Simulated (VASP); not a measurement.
# SiSe4 (Pm-3m) in VASP: a series of runs

Runs on SiSe4. Level: PBE. Tasks: single point, relaxation of cell and atoms.

Everything below comes from runs of VASP 6.6.1. Logs are shortened: lines on timing, memory, paths and dates and some standing lists are left out, and cuts for length are marked.

**1. The cell of the first run**

It takes space group Pm-3m (No. 221, cubic). Conventional cell: a = 4.823 Å, b = 4.823 Å, c = 4.823 Å, α = 90.00°, β = 90.00°, γ = 90.00°. Within 3.2 Å of Si (site symmetry m-3m) lie 6 Se at 2.41 Å. Se (site symmetry 4/mmm) has 2 Si at 2.41 Å within 3.2 Å. Se (site symmetry m-3m) has 12 Se at 3.41 Å and 8 Si at 4.18 Å within 4.5 Å.

**2. Single point, PBE**

The input, INCAR:

```
SYSTEM = SiSe4
PREC = Accurate
ENCUT = 520
EDIFF = 1E-7
ISMEAR = 0
SIGMA = 0.1
LREAL = .FALSE.
LASPH = .TRUE.
NELM = 80
ALGO = Normal
ISIF = 2
LWAVE = .FALSE.
LCHARG = .TRUE.
GGA = PE
LELF = .TRUE.
LVHAR = .TRUE.
NBANDS = 22
```

The input, KPOINTS:

```
regular mesh
0
G
  8 8 8
  0 0 0
```

The input, POSCAR:

```
SiSe4
1.0
    4.8231402083      0.0000000000      0.0000000000
    0.0000000000      4.8231402083      0.0000000000
    0.0000000000      0.0000000000      4.8231402083
Si Se
1 4
Direct
    0.0000000000      0.0000000000      0.0000000000
    0.5000000000      0.0000000000      0.0000000000
    0.0000000000      0.5000000000      0.0000000000
    0.0000000000      0.0000000000      0.5000000000
    0.5000000000      0.5000000000      0.5000000000
```

Potentials or basis: VASP PAW PBE potentials, release 64 (Si, Se).

Command:

```console
$ cat potpaw_PBE.64/Si/POTCAR potpaw_PBE.64/Se/POTCAR > POTCAR
$ mpirun -np 1 vasp_std > vasp.out
```

OUTCAR:

```text
SYSTEM = SiSe4
   PREC = Accurate
   ENCUT = 520
   EDIFF = 1E-7
   ISMEAR = 0
   LREAL = .FALSE.
   LASPH = .TRUE.
   NELM = 80
   ISIF = 2
   GGA = PE

 ion  position               nearest neighbor table
   1  0.000  0.000  0.000-   2 2.41   3 2.41   4 2.41   4 2.41   3 2.41   2 2.41
   2  0.500  0.000  0.000-   1 2.41   1 2.41
   3  0.000  0.500  0.000-   1 2.41   1 2.41
   4  0.000  0.000  0.500-   1 2.41   1 2.41
   5  0.500  0.500  0.500-

  LATTYP: Found a simple cubic cell.
 ALAT       =     4.8231402083

  Lattice vectors:

 A1 = (   4.8231402083,   0.0000000000,   0.0000000000)
 A2 = (   0.0000000000,   4.8231402083,   0.0000000000)
 A3 = (   0.0000000000,   0.0000000000,   4.8231402083)

Analysis of symmetry for initial positions (statically):
=====================================================================
 Subroutine PRICEL returns:
 Original cell was already a primitive cell.

 Routine SETGRP: Setting up the symmetry group for a
 simple cubic supercell.

 Subroutine GETGRP returns: Found 48 space group operations
 (whereof 48 operations were pure point group operations)
 out of a pool of 48 trial point group operations.

The static configuration has the point symmetry O_h .

Analysis of symmetry for dynamics (positions and initial velocities):
=====================================================================
 Subroutine PRICEL returns:
 Original cell was already a primitive cell.

 Routine SETGRP: Setting up the symmetry group for a
 simple cubic supercell.

 Subroutine GETGRP returns: Found 48 space group operations
 (whereof 48 operations were pure point group operations)
 out of a pool of 48 trial point group operations.

The dynamic configuration has the point symmetry O_h .

 Subroutine INISYM returns: Found 48 space group operations
 (whereof 48 operations are pure point group operations),
 and found     1 'primitive' translations

----------------------------------------------------------------------------------------

                                     Primitive cell

  volume of cell :     112.1992

  direct lattice vectors                    reciprocal lattice vectors
     4.823140208  0.000000000  0.000000000     0.207333803  0.000000000  0.000000000
     0.000000000  4.823140208  0.000000000     0.000000000  0.207333803  0.000000000
     0.000000000  0.000000000  4.823140208     0.000000000  0.000000000  0.207333803

[... 90 lines left out ...]
   LREAL  =      F    real-space projection
   EDIFFG = 0.1E-05   stopping-criterion for IOM
   NSW    =      0    number of steps for IOM
   IBRION =     -1    ionic relax: 0-MD 1-quasi-New 2-CG
   NFREE  =      0    steps in history (QN), initial steepest desc. (CG)
   ISIF   =      2    stress and relaxation
   ISYM   =      2    0-nonsym 1-usesym 2-fastsym
   POTIM  = 0.5000    time-step for ionic-motion
   TEBEG  =    0.0;   TEEND  =   0.0 temperature during run
   PSTRESS=    0.0 pullay stress
   NELECT =      28.0000    total number of electrons
   NUPDOWN=      -1.0000    fix difference up-down
   EMIN   =  10.00;   EMAX   =-10.00  energy-range for DOS
   EFERMI =   0.00;   METHOD = LEGACY
   ISMEAR =     0;   SIGMA  =   0.10  broadening in eV -4-tet -1-fermi 0-gaus
   EFERMI_NEDOS =   21; number of points for ismear=-14 and -15
   IALGO  =     38    algorithm
   IMIX   =      4    mixing-type and parameters
     AMIX     =   0.40;   BMIX     =  1.00
     AMIX_MAG =   1.60;   BMIX_MAG =  1.00
  volume/ion in A,a.u.               =      22.44       151.43
  Fermi-wavevector in a.u.,A,eV,Ry     =   1.030697  1.947735 14.453959  1.062336
  Thomas-Fermi vector in A             =   2.164808
   LORBIT       =      0    0 simple, 1 ext, 2 COOP (PROOUT), +10 PAW based schemes
   GGA     = PE    functional components
   LHFCALC =     F    Hartree Fock is set to
   AEXX    =    0.0000 exact exchange contribution
   IVDW    =     0    specifies the selected vdW correction
   LEPSILON=     F    determine dielectric tensor
   LRPA    =     F    only Hartree local field effects (RPA)
 non-spin polarized calculation
 Gauss-broadening in eV      SIGMA  =   0.10
  energy-cutoff  :      520.00
  volume of cell :      112.20
 maximum number of plane-waves:      3050
 NGX is ok and might be reduce to    36
   NGX = 17   NGY = 17   NGZ = 17

 number of electron      27.9999996 magnetization

 Free energy of the ion-electron system (eV)
  ---------------------------------------------------
  ext. energy  EPLUGINS =         0.00000000
  ---------------------------------------------------
  free energy    TOTEN  =       -16.76746874 eV

  energy without entropy =      -16.74843670  energy(sigma->0) =      -16.75795272

 E-fermi :   4.0775     XC(G=0):  -9.7920

 val. band max:        4.0359734645   @ k =   0.1250   0.1250   0.1250
 cond. band min:       4.0779807010   @ k =   0.2500   0.2500   0.1250
 fundamental gap:      0.0420072365
 Fermi energy:         4.0775053002

 k-point     1 :       0.0000    0.0000    0.0000
  band No.  band energies     occupation
      1     -11.1317      2.00000
      2      -8.0521      2.00000
      3      -8.0521      2.00000
      4      -7.8228      2.00000
      5      -2.2398      2.00000
      6      -2.2398      2.00000
[... 589 lines left out ...]
     21      12.1812      0.00000
     22      12.7624      0.00000

 [... further k-points ...]

------------------------ aborting loop because EDIFF is reached ----------------------------------------

  FORCE on cell =-STRESS in cart. coord.  units (eV):
  Direction    XX          YY          ZZ          XY          YZ          ZX
  --------------------------------------------------------------------------------------
  -------------------------------------------------------------------------------------
  Total        0.0419934      0.0419934      0.0419934      0.0000000     -0.0000000      0.0000000
  in kB        0.5996559      0.5996559      0.5996559      0.0000000     -0.0000000      0.0000000
  external PRESSURE =       0.5996559 kB  Pullay stress =       0.0000000 kB

 VOLUME and BASIS-vectors are now :
 -----------------------------------------------------------------------------
  energy-cutoff  :      520.00
  volume of cell :      112.20
      direct lattice vectors                 reciprocal lattice vectors
     4.823140208  0.000000000  0.000000000     0.207333803  0.000000000  0.000000000
     0.000000000  4.823140208  0.000000000     0.000000000  0.207333803  0.000000000
     0.000000000  0.000000000  4.823140208     0.000000000  0.000000000  0.207333803

 POSITION                                       TOTAL-FORCE (eV/Angst)
 -----------------------------------------------------------------------------------
      0.00000      0.00000      0.00000         0.000000      0.000000      0.000000
      2.41157      0.00000      0.00000         0.000000      0.000000      0.000000
      0.00000      2.41157      0.00000         0.000000      0.000000      0.000000
      0.00000      0.00000      2.41157         0.000000      0.000000      0.000000
      2.41157      2.41157      2.41157         0.000000      0.000000      0.000000
 -----------------------------------------------------------------------------------
    total drift:                                0.000000      0.000000     -0.000000

  FREE ENERGIE OF THE ION-ELECTRON SYSTEM (eV)
  ---------------------------------------------------
  free  energy   TOTEN  =       -16.7674687374 eV

  energy  without entropy=      -16.7484366974  energy(sigma->0) =      -16.75795272
```

OSZICAR:

```text
N       E                     dE             d eps       ncg     rms          rms(c)
DAV:   1     0.124861203492E+03    0.12486E+03   -0.11413E+04  1540   0.106E+03
DAV:   2    -0.796497136702E+01   -0.13283E+03   -0.12884E+03  2100   0.177E+02
DAV:   3    -0.167519324909E+02   -0.87870E+01   -0.86570E+01  1876   0.465E+01
DAV:   4    -0.168484538881E+02   -0.96521E-01   -0.96436E-01  1876   0.579E+00
DAV:   5    -0.168496098963E+02   -0.11560E-02   -0.11558E-02  1852   0.639E-01    0.657E+00
DAV:   6    -0.168123621211E+02    0.37248E-01   -0.11334E+00  1844   0.247E+00    0.388E+00
DAV:   7    -0.167724974910E+02    0.39865E-01   -0.43609E-01  1880   0.186E+00    0.270E+00
DAV:   8    -0.167672292852E+02    0.52682E-02   -0.45270E-02  1810   0.918E-01    0.176E-01
DAV:   9    -0.167674067241E+02   -0.17744E-03   -0.40109E-03  1864   0.269E-01    0.106E-01
DAV:  10    -0.167674439047E+02   -0.37181E-04   -0.21879E-04  1882   0.590E-02    0.477E-02
DAV:  11    -0.167674682772E+02   -0.24373E-04   -0.29707E-05  1840   0.321E-02    0.792E-03
DAV:  12    -0.167674690066E+02   -0.72933E-06   -0.14460E-06  1906   0.734E-03    0.291E-03
DAV:  13    -0.167674687972E+02    0.20935E-06   -0.89842E-08  1256   0.162E-03    0.113E-03
DAV:  14    -0.167674687374E+02    0.59785E-07   -0.37298E-08  1154   0.100E-03
   1 F= -.16767469E+02 E0= -.16757953E+02  d E =-.190320E-01
```

stdout:

```text
POSCAR found type information on POSCAR SiSe
 POSCAR found :  2 types and       5 ions
 scaLAPACK will be used
 LDA part: xc-table for (Slater+PW92), standard interpolation
 POSCAR, INCAR and KPOINTS ok, starting setup
 FFT: planning ... GRIDC
 FFT: planning ... GRID_SOFT
 FFT: planning ... GRID
 WAVECAR not read
 entering main loop
```

It took 90 s on 1 thread of Intel Xeon Platinum 8375C at 2.90GHz (Ice Lake), shared host; peak memory 0.24 GiB.

What came out:

```
Free energy            : -16.7675 eV
Pressure               : 0.1 GPa
Band gap on the k mesh : zero (band 14 reaches 4.81 eV, above the bottom of band 15 at 3.64 eV)
```

**3. Relaxation of cell and atoms, PBE**

This run uses another cell than the first one, of 22.59 Å³/atom, 1.007 times its volume.

The input, INCAR:

```
SYSTEM = SiSe4
PREC = Accurate
ENCUT = 600
EDIFF = 1E-7
ISMEAR = 0
SIGMA = 0.1
LREAL = .False.
LASPH = .True.
NELM = 80
ALGO = Normal
ISIF = 3
LWAVE = .False.
LCHARG = .False.
GGA = PE
IBRION = 2
NSW = 100
EDIFFG = -0.01
```

The input, KPOINTS:

```
Automatic mesh
0
Gamma
  8 8 8
  0 0 0
```

POSCAR: that of step 2 with these lines changed.

```diff
@@ -2,5 +2,5 @@
 1.0
-    4.8231402083      0.0000000000      0.0000000000
-    0.0000000000      4.8231402083      0.0000000000
-    0.0000000000      0.0000000000      4.8231402083
+    4.8335985296      0.0000000000      0.0000000000
+    0.0000000000      4.8335985296      0.0000000000
+    0.0000000000      0.0000000000      4.8335985296
 Si Se
```

Potentials or basis: VASP PAW PBE potentials, release 64 (Si, Se).

Command:

```console
$ cat potpaw_PBE.64/Si/POTCAR potpaw_PBE.64/Se/POTCAR > POTCAR
$ mpirun -np 1 vasp_std > vasp.out
```

Wall time 2.9 min (1 thread of Intel Xeon Platinum 8375C at 2.90GHz (Ice Lake), shared host); peak memory 0.29 GiB.

Results (log left out):

| Quantity | Value |
| --- | --- |
| Free energy | -16.7677 eV |
| Relaxed volume | 22.44 Å³/atom |
| Relaxed cell | a = 4.823 Å, b = 4.823 Å, c = 4.823 Å, α = 90.00°, β = 90.00°, γ = 90.00° |
| Space group after relaxing (to 0.05 Å) | Pm-3m (No. 221) |
| Energy gained by relaxing | 0.1 meV/atom |
| Ionic steps | 2 |
| Pressure after relaxing | 0.1 GPa |
| Band gap on the k mesh | zero (band 14 reaches 4.81 eV, above the bottom of band 15 at 3.64 eV) |

The path:
```tsv
step	energy change (eV)	largest force (eV/Å)	pressure (GPa)	volume (Å³)
1	0.0000	0.0000	-0.31	112.93
2	-0.0006	0.0000	0.05	112.21
```

Final structure:
```
CELL_PARAMETERS angstrom
4.82333 0.00000 0.00000
0.00000 4.82333 0.00000
0.00000 0.00000 4.82333
ATOMIC_POSITIONS crystal
Si 0.00000 0.00000 0.00000
Se 0.50000 0.00000 0.00000
Se 0.00000 0.50000 0.00000
Se 0.00000 0.00000 0.50000
Se 0.50000 0.50000 0.50000
```

Levels at points of the mesh, in eV from the Fermi level:
```csv
k point,band 10,band 11,band 12,band 13,band 14,band 15,band 16,band 17,band 18
"(0.00, 0.00, 0.00)",-2.14,-2.14,-0.92,-0.92,-0.92,1.18,1.18,1.18,4.49
"(0.50, 0.00, 0.00)",-2.11,-1.59,-1.58,-0.78,-0.78,0.07,0.07,1.45,2.98
"(0.50, 0.50, 0.00)",-2.07,-2.07,-1.67,-1.51,0.15,0.15,0.68,2.89,2.89
"(0.50, 0.50, 0.50)",-1.63,0.61,0.61,0.61,0.73,0.73,0.73,1.84,1.84
```
